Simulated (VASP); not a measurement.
# Co in VASP: single point with PBE+D3(BJ)

Aim: the single point of Co with PBE+D3(BJ).

Everything below comes from runs of VASP 6.6.1. Logs are shortened: lines on timing, memory, paths and dates and some standing lists are left out, and cuts for length are marked.

## 1. The cell of the first run

The cell holds a slab with vacuum, 12 atoms: a = 4.938 Å, b = 4.938 Å, c = 20.993 Å, α = 90.00°, β = 90.00°, γ = 120.00°.

## 2. Single point, PBE+D3(BJ), collinear spin, ferromagnetic start

The input, INCAR:

```
PREC = Accurate ; ENCUT = 520
EDIFF = 1E-6 ; ISMEAR = 0
SIGMA = 0.1 ; LREAL = F
LASPH = T ; NELM = 200
ALGO = Normal ; ISIF = 2
LWAVE = F ; LCHARG = F
ISPIN = 2 ; MAGMOM = 1.83 1.83 1.83 1.83 1.83 1.83 1.83 1.83 1.83 1.83 1.83 1.83
LORBIT = 11 ; LMAXMIX = 4
LDIPOL = T ; IDIPOL = 3
DIPOL = 0.5 0.5 0.499 ; GGA = PE
IVDW = 12 ; NBANDS = 70
GGA_COMPAT = F ; NELMDL = -8
```

The input, KPOINTS:

```
Automatic mesh
0
Gamma
  6 6 1
```

The input, POSCAR:

```
Co
1.0
    4.9379901185      0.0000000000      0.0000000000
   -2.4689950592      4.2764248862      0.0000000000
    0.0000000000      0.0000000000     20.9931550747
Co
12
Direct
    0.1666666667      0.3333333333      0.4048938794
    0.1666666667      0.8333333333      0.4048938794
    0.6666666667      0.3333333333      0.4048938794
    0.6666666667      0.8333333333      0.4048938794
    0.3333333333      0.1666666667      0.4994574201
    0.3333333333      0.6666666667      0.4994574201
    0.8333333333      0.1666666667      0.4994574201
    0.8333333333      0.6666666667      0.4994574201
    0.1666666667      0.3333333333      0.5940199878
    0.1666666667      0.8333333333      0.5940199878
    0.6666666667      0.3333333333      0.5940199878
    0.6666666667      0.8333333333      0.5940199878
```

Potentials or basis: VASP PAW PBE potentials, release 64 (Co).

Run with:

```
cat potpaw_PBE.64/Co/POTCAR > POTCAR
mpirun -np 1 vasp_std > vasp.out
```

OUTCAR:

```text
PREC = Accurate
   ENCUT = 520
   EDIFF = 1E-6
   ISMEAR = 0
   LREAL = F
   LASPH = T
   NELM = 200
   ISIF = 2
   ISPIN = 2
   LORBIT = 11
   GGA = PE
   IVDW = 12
   NELMDL = -8
 IVDW          = 12

 ion  position               nearest neighbor table
   1  0.167  0.333  0.405-   5 2.44   6 2.44   7 2.44   2 2.47   2 2.47   4 2.47   4 2.47   3 2.47
                             3 2.47
   2  0.167  0.833  0.405-   6 2.44   5 2.44   8 2.44   1 2.47   1 2.47   3 2.47   3 2.47   4 2.47
                             4 2.47
   3  0.667  0.333  0.405-   7 2.44   8 2.44   5 2.44   4 2.47   4 2.47   2 2.47   2 2.47   1 2.47
                             1 2.47
   4  0.667  0.833  0.405-   8 2.44   7 2.44   6 2.44   3 2.47   3 2.47   1 2.47   1 2.47   2 2.47
                             2 2.47
   5  0.333  0.167  0.499-   9 2.44  10 2.44  11 2.44   1 2.44   2 2.44   3 2.44   6 2.47   6 2.47
                             8 2.47   8 2.47   7 2.47   7 2.47
   6  0.333  0.667  0.499-  10 2.44   9 2.44  12 2.44   2 2.44   1 2.44   4 2.44   5 2.47   5 2.47
                             7 2.47   7 2.47   8 2.47   8 2.47
   7  0.833  0.167  0.499-  11 2.44  12 2.44   9 2.44   3 2.44   4 2.44   1 2.44   8 2.47   8 2.47
                             6 2.47   6 2.47   5 2.47   5 2.47
   8  0.833  0.667  0.499-  12 2.44  11 2.44  10 2.44   4 2.44   3 2.44   2 2.44   7 2.47   7 2.47
                             5 2.47   5 2.47   6 2.47   6 2.47
   9  0.167  0.333  0.594-   5 2.44   6 2.44   7 2.44  10 2.47  10 2.47  12 2.47  12 2.47  11 2.47
[... 14 lines left out ...]
 A1 = (   4.9379901185,   0.0000000000,   0.0000000000)
 A2 = (  -2.4689950592,   4.2764248862,   0.0000000000)
 A3 = (   0.0000000000,   0.0000000000,  20.9931550747)

Analysis of symmetry for initial positions (statically):
=====================================================================
 Subroutine PRICEL returns following result:

  LATTYP: Found a hexagonal cell.
 ALAT       =     2.4689950593
 C/A-ratio  =     8.5027124684
[... 12 lines left out ...]
 Subroutine GETGRP returns: Found 12 space group operations
 (whereof  6 operations were pure point group operations)
 out of a pool of 24 trial point group operations.

The static configuration has the point symmetry C_3v.
 The point group associated with its full space group is D_3h.

Analysis of symmetry for dynamics (positions and initial velocities):
=====================================================================
 Subroutine PRICEL returns following result:

  LATTYP: Found a hexagonal cell.
 ALAT       =     2.4689950593
 C/A-ratio  =     8.5027124684
[... 12 lines left out ...]
 Subroutine GETGRP returns: Found 12 space group operations
 (whereof  6 operations were pure point group operations)
 out of a pool of 24 trial point group operations.

The dynamic configuration has the point symmetry C_3v.
 The point group associated with its full space group is D_3h.

Analysis of structural, dynamic, and magnetic symmetry:
=====================================================================
 Subroutine PRICEL returns following result:

  LATTYP: Found a hexagonal cell.
 ALAT       =     2.4689950593
 C/A-ratio  =     8.5027124684
[... 12 lines left out ...]
 Subroutine GETGRP returns: Found 12 space group operations
 (whereof  6 operations were pure point group operations)
 out of a pool of 24 trial point group operations.

The overall configuration has the point symmetry C_3v.
 The point group associated with its full space group is D_3h.

 Subroutine INISYM returns: Found 12 space group operations
 (whereof  6 operations are pure point group operations),
 and found     4 'primitive' translations

----------------------------------------------------------------------------------------

                                     Primitive cell

  volume of cell :     110.8278

  direct lattice vectors                    reciprocal lattice vectors
     2.468995059  0.000000000  0.000000000     0.405023087  0.233840188  0.000000000
    -1.234497530  2.138212443  0.000000000     0.000000000  0.467680376  0.000000000
     0.000000000  0.000000000 20.993155075     0.000000000  0.000000000  0.047634574

  length of vectors
     2.468995059  2.468995059 20.993155075     0.467680376  0.467680376  0.047634574

  position of ions in fractional coordinates (direct lattice)
     0.333333333  0.666666667  0.404893879
     0.666666667  0.333333333  0.499457420
     0.333333333  0.666666667  0.594019988

  ion indices of the primitive-cell ions
   primitive index   ion index
                 1           1
                 2           5
                 3           9

----------------------------------------------------------------------------------------

 KPOINTS: Automatic mesh

Automatic generation of k-mesh.
 Grid dimensions read from file:
 generate k-points for:    6    6    1

 Generating k-lattice:

  Cartesian coordinates                     Fractional coordinates (reciprocal lattice)
     0.033751924  0.019486682  0.000000000     0.166666667  0.000000000  0.000000000
     0.000000000  0.038973365  0.000000000     0.000000000  0.166666667  0.000000000
     0.000000000  0.000000000  0.047634574     0.000000000  0.000000000  1.000000000

[... 28 lines left out ...]
 SYSTEM =  unknown system
   PREC   = accura    normal or accurate (medium, high low for compatibility)
   ISTART =      0    job   : 0-new  1-cont  2-samecut
   ICHARG =      2    charge: 1-file 2-atom 10-const
   ISPIN  =      2    spin polarized calculation?
   LNONCOLLINEAR =      F non collinear calculations
   LSORBIT =      F    spin-orbit coupling
   LASPH  =      T    aspherical Exc in radial PAW
   ENCUT  =  520.0 eV  38.22 Ry    6.18 a.u.   9.18  9.18 39.03*2*pi/ulx,y,z
   NELM   =    200;   NELMIN=  2; NELMDL= -8     # of ELM steps
   EDIFF  = 0.1E-05   stopping-criterion for ELM
   LREAL  =      F    real-space projection
   EDIFFG = 0.1E-04   stopping-criterion for IOM
   NSW    =      0    number of steps for IOM
   IBRION =     -1    ionic relax: 0-MD 1-quasi-New 2-CG
   NFREE  =      0    steps in history (QN), initial steepest desc. (CG)
   ISIF   =      2    stress and relaxation
   ISYM   =      2    0-nonsym 1-usesym 2-fastsym
   POTIM  = 0.5000    time-step for ionic-motion
   TEBEG  =    0.0;   TEEND  =   0.0 temperature during run
   PSTRESS=    0.0 pullay stress
   NELECT =     108.0000    total number of electrons
   NUPDOWN=      -1.0000    fix difference up-down
   EMIN   =  10.00;   EMAX   =-10.00  energy-range for DOS
   EFERMI =   0.00;   METHOD = LEGACY
   ISMEAR =     0;   SIGMA  =   0.10  broadening in eV -4-tet -1-fermi 0-gaus
   EFERMI_NEDOS =   21; number of points for ismear=-14 and -15
   IALGO  =     38    algorithm
   IMIX   =      4    mixing-type and parameters
     AMIX     =   0.40;   BMIX     =  1.00
     AMIX_MAG =   1.60;   BMIX_MAG =  1.00
  volume/ion in A,a.u.               =      36.94       249.30
  Fermi-wavevector in a.u.,A,eV,Ry     =   1.022460  1.932170 14.223874  1.045425
  Thomas-Fermi vector in A             =   2.156141
   LORBIT       =     11    0 simple, 1 ext, 2 COOP (PROOUT), +10 PAW based schemes
   GGA     = PE    functional components
   LHFCALC =     F    Hartree Fock is set to
   AEXX    =    0.0000 exact exchange contribution
   IVDW    =    12    specifies the selected vdW correction
   LEPSILON=     F    determine dielectric tensor
   LRPA    =     F    only Hartree local field effects (RPA)
 spin polarized calculation
 Gauss-broadening in eV      SIGMA  =   0.10
  energy-cutoff  :      520.00
  volume of cell :      443.31
 maximum number of plane-waves:     11966
 NGX is ok and might be reduce to    40
   NGX = 19   NGY = 19   NGZ = 79

 dipolmoment           0.000000      0.000000      0.000353 electrons x Angstroem

 number of electron     108.0000004 magnetization      20.5547231

 dipolmoment           0.000000      0.000000     -0.000151 electrons x Angstroem

 Free energy of the ion-electron system (eV)
  ---------------------------------------------------
  ext. energy  EPLUGINS =         0.00000000
  ---------------------------------------------------
  free energy    TOTEN  =       -78.75136758 eV

  energy without entropy =      -78.68271502  energy(sigma->0) =      -78.71704130

 E-fermi :  -0.4086     XC(G=0):  -4.8095

 val. band max:       -0.4224603970   @ k =   0.3333   0.1667   0.0000
 cond. band min:      -0.3418589741   @ k =   0.1667   0.1667   0.0000
 fundamental gap:      0.0806014229
 Fermi energy:        -0.4086016531

 spin component 1

 k-point     1 :       0.0000    0.0000    0.0000
  band No.  band energies     occupation
      1      -8.7579      1.00000
      2      -6.7605      1.00000
      3      -5.7258      1.00000
      4      -5.4021      1.00000
      5      -5.4021      1.00000
      6      -5.4021      1.00000
[... 472 lines left out ...]
     65      -0.7919      1.00000
     66      -0.7919      1.00000
 Fermi energy:        -0.4086016531

 spin component 2

 k-point     1 :       0.0000    0.0000    0.0000
  band No.  band energies     occupation
      1      -8.7265      1.00000
      2      -6.6129      1.00000
      3      -4.9631      1.00000
      4      -4.3879      1.00000
      5      -4.3879      1.00000
      6      -4.3879      1.00000
[... 472 lines left out ...]
     65       0.8817      0.00000
     66       0.8817      0.00000
 [bands above 66 left out]

------------------------ aborting loop because EDIFF is reached ----------------------------------------

 vacuum level on the upper side and lower side of the slab       (xc-potential included)        -0.000         0.001

 Edisp (eV)   -3.27826

 E8    (eV) :    -1.5130

  FORCE on cell =-STRESS in cart. coord.  units (eV):
  Direction    XX          YY          ZZ          XY          YZ          ZX
  --------------------------------------------------------------------------------------
  -------------------------------------------------------------------------------------
  Total      -5.79361    -5.79361    -0.61927    -0.00000    -0.00000     0.00000
  in kB     -20.93876   -20.93876    -2.23810    -0.00000    -0.00000     0.00000
  external pressure =      -14.71 kB  Pullay stress =        0.00 kB

 VOLUME and BASIS-vectors are now :
 -----------------------------------------------------------------------------
  energy-cutoff  :      520.00
  volume of cell :      443.31
      direct lattice vectors                 reciprocal lattice vectors
     4.937990119  0.000000000  0.000000000     0.202511543  0.116920094  0.000000000
    -2.468995059  4.276424886  0.000000000     0.000000000  0.233840188  0.000000000
     0.000000000  0.000000000 20.993155075     0.000000000  0.000000000  0.047634574

 POSITION                                       TOTAL-FORCE (eV/Angst)
 -----------------------------------------------------------------------------------
      0.00000      1.42547      8.50000         0.000000      0.000000      0.036803
     -1.23450      3.56369      8.50000         0.000000      0.000000      0.036803
      2.46900      1.42547      8.50000        -0.000000      0.000000      0.036803
      1.23450      3.56369      8.50000        -0.000000      0.000000      0.036803
      1.23450      0.71274     10.48519        -0.000000     -0.000000     -0.000000
     -0.00000      2.85095     10.48519         0.000000      0.000000     -0.000000
      3.70349      0.71274     10.48519         0.000000     -0.000000      0.000000
      2.46900      2.85095     10.48519        -0.000000     -0.000000      0.000000
      0.00000      1.42547     12.47035         0.000000      0.000000     -0.036803
     -1.23450      3.56369     12.47035        -0.000000     -0.000000     -0.036803
      2.46900      1.42547     12.47035        -0.000000     -0.000000     -0.036803
      1.23450      3.56369     12.47035         0.000000     -0.000000     -0.036803
 -----------------------------------------------------------------------------------
    total drift:                               -0.000001      0.000001     -0.023468

  FREE ENERGIE OF THE ION-ELECTRON SYSTEM (eV)
  ---------------------------------------------------
  free  energy   TOTEN  =       -82.0296288494 eV

  energy  without entropy=      -81.9609762948  energy(sigma->0) =      -81.99530257

 vacuum level on the upper side and lower side of the slab         4.568         4.570

 total charge

# of ion       s       p       d       tot
------------------------------------------
    1        0.492   0.424   7.241   8.156
    2        0.492   0.424   7.241   8.156
    3        0.492   0.424   7.241   8.156
    4        0.492   0.424   7.241   8.156
    5        0.498   0.550   7.283   8.331
    6        0.498   0.550   7.283   8.331
    7        0.498   0.550   7.283   8.331
    8        0.498   0.550   7.283   8.331
    9        0.492   0.424   7.241   8.156
   10        0.492   0.424   7.241   8.156
   11        0.492   0.424   7.241   8.156
   12        0.492   0.424   7.241   8.156
--------------------------------------------------
tot          5.928   5.589  87.058  98.575

 magnetization (x)

# of ion       s       p       d       tot
------------------------------------------
    1       -0.009  -0.042   1.795   1.745
    2       -0.009  -0.042   1.795   1.745
    3       -0.009  -0.042   1.795   1.745
    4       -0.009  -0.042   1.795   1.745
    5       -0.015  -0.050   1.764   1.698
    6       -0.015  -0.050   1.764   1.698
    7       -0.015  -0.050   1.764   1.698
    8       -0.015  -0.050   1.764   1.698
    9       -0.009  -0.042   1.795   1.745
   10       -0.009  -0.042   1.795   1.745
   11       -0.009  -0.042   1.795   1.745
   12       -0.009  -0.042   1.795   1.745
--------------------------------------------------
tot         -0.130  -0.533  21.416  20.752
```

Wall time 15 min (1 thread of Intel Xeon Platinum 8559C (Emerald Rapids), shared host); peak memory 0.9 GiB.

What came out:

| Quantity | Value |
| --- | --- |
| Free energy | -82.0296 eV |
| Largest force | 0.037 eV/Å |
| Net moment | 20.55 μB per cell |
| Site moments | Co +1.75, +1.70 (each value once) μB |
| Valence electrons inside the program's atomic spheres | Co 8.16, 8.33 (each value once) |
| Dispersion energy per atom | -0.273 eV |

Forces on the atoms (eV/Å):
```
Co   0.000  0.000  0.037
Co   0.000  0.000  0.037
Co   0.000  0.000  0.037
Co   0.000  0.000  0.037
Co   0.000  0.000  0.000
Co   0.000  0.000  0.000
Co   0.000  0.000  0.000
Co   0.000  0.000  0.000
Co   0.000  0.000 -0.037
Co   0.000  0.000 -0.037
Co   0.000  0.000 -0.037
Co   0.000  0.000 -0.037
```
